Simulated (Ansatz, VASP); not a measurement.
**BaZrO3 in VASP and in Ansatz**

INCAR

```
PREC = Accurate
ENCUT = 520
EDIFF = 1E-7
ISMEAR = -1
SIGMA = 0.02
LREAL = False
LASPH = True
NELM = 60
ALGO = Normal
ISIF = 2
LWAVE = False
LCHARG = False
GGA = PE
NBANDS = 28
```

File KPOINTS:

```
Automatic mesh
0
Gamma
  6 6 6
```

The input POSCAR:

```
BaZrO3
1.0
    3.9817730000      0.0000000000      0.0000000000
    0.0000000000      3.9817730000      0.0000000000
    0.0000000000      0.0000000000      4.1913400000
Ba Zr O
1 1 3
Direct
    0.0000000000      0.0000000000      0.0000000000
    0.5000000000      0.5000000000      0.5000000000
    0.0000000000      0.5000000000      0.5000000000
    0.5000000000      0.0000000000      0.5000000000
    0.5000000000      0.5000000000      0.0000000000
```

Input for Ansatz:

```yaml
crystal:
  lattice:
    - [3.981773, 0.0, 0.0]
    - [0.0, 3.981773, 0.0]
    - [0.0, 0.0, 4.19134]
  atoms:
    - { symbol: Ba, position: [0.0, 0.0, 0.0] }
    - { symbol: Zr, position: [0.5, 0.5, 0.5] }
    - { symbol: O, position: [0.0, 0.5, 0.5] }
    - { symbol: O, position: [0.5, 0.0, 0.5] }
    - { symbol: O, position: [0.5, 0.5, 0.0] }
basis:
  ecutwfc: 520.0
kpoints:
  mp_grid:
    grid: [6, 6, 6]
hamiltonian:
  xc: pbe
  pseudopotentials:
    kind: paw
scf:
  occupations:
    method: fermi_dirac
    width: 0.02
output:
  stress: true
```

Alike in both runs: task single point; functional PBE; k mesh 6 × 6 × 6; occupations fermi-dirac, width 0.02 eV; no spin polarisation.

|  | VASP | Ansatz |
| --- | --- | --- |
| version | VASP 6.6.1 | Ansatz 0.2.0 |
| potentials or method | VASP PAW PBE potentials, release 64 (Ba_sv, Zr_sv, O), cutoff 520 eV | plane waves, PAW |
| valence electrons in the cell | 40 | 40 |

```csv
,VASP,Ansatz,Ansatz less VASP
pressure (GPa),27.9,26.3,-1.64
"traceless stress, the component that is largest in VASP (GPa)",-11.88,-11.61,+0.265
```

The functional is the same, so the differences come from potentials, cutoffs and numerics.

Neither program's run includes spin-orbit coupling.
